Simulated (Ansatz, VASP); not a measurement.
# One calculation of Ni, two programs

File INCAR:

```
PREC = Accurate
ENCUT = 600
EDIFF = 1E-7
ISMEAR = 1
SIGMA = 0.3
LREAL = F
LASPH = T
NELM = 150
ALGO = Normal
ISIF = 3
LWAVE = F
LCHARG = F
ISPIN = 2
MAGMOM = 1
LORBIT = 11
LMAXMIX = 4
GGA = PE
IVDW = 13
IBRION = 2
NSW = 80
EDIFFG = -0.01
```

KPOINTS

```
Automatic mesh
0
Gamma
  14 14 14
```

POSCAR

```
Ni
1.0
    2.4917520000      0.0000000000      0.0000000000
    1.2458760000      2.1579205319      0.0000000000
    1.2458760000      0.7193068440      2.0345069885
Ni
1
Direct
    0.0000000000      0.0000000000      0.0000000000
```

Input for Ansatz:

```yaml
crystal:
  lattice:
    a: 2.491752
    b: 2.491752
    c: 2.491752
    alpha: 60.0
    beta: 60.0
    gamma: 60.0
  atoms:
    - { symbol: Ni, position: [0.0, 0.0, 0.0] }
basis:
  ecutwfc: 420.0
kpoints:
  mp_grid:
    grid: [14, 14, 14]
    shift: [0.0, 0.0, 0.0]
hamiltonian:
  xc: pbe
  dispersion: d4
magnetization:
  spin_polarized: true
  per_species:
    Ni: 1.0
scf:
  self_checks: high
  occupations:
    method: cold
    width: 0.3
  initial_density:
    normalization: cell
relax:
  f_tol: 0.01
  cell: {}
```

Alike in both runs: task relaxation of cell and atoms; functional PBE; dispersion D4; k mesh 14 × 14 × 14; collinear spin.

|  | VASP | Ansatz |
| --- | --- | --- |
| version | VASP 6.6.1 | Ansatz 0.2.0 |
| potentials or method | VASP PAW PBE potentials, release 64 (Ni), cutoff 600 eV | plane waves, PAW |
| occupations | methfessel-paxton of order 1, width 0.3 eV | cold, width 0.3 eV |
| valence electrons in the cell | 10 | 18 |

|  | VASP | Ansatz | Ansatz less VASP |
| --- | --- | --- | --- |
| gap on the k mesh at the Fermi level, each at its own relaxed structure (eV) | none | none | - |
| net moment per atom (μB) | 0.59 | 0.65 | +0.050 |
| size of the moment on the site where the two differ most (μB) | 0.60 | 0.69 | +0.082 |
| relaxed volume (Å³/atom) | 10.55 | 10.56 | +0.015 |
| relaxed cell length with the largest relative difference (Å) | 2.461 | 2.463 | +0.0012 |

Site moments also hang on the region over which each program counts them. A gap of «none» marks a metal or a gap that the smearing closes. VASP's potentials hold 10 valence electrons a cell and Ansatz's 18, so a difference there can come from the potentials and not from the codes.
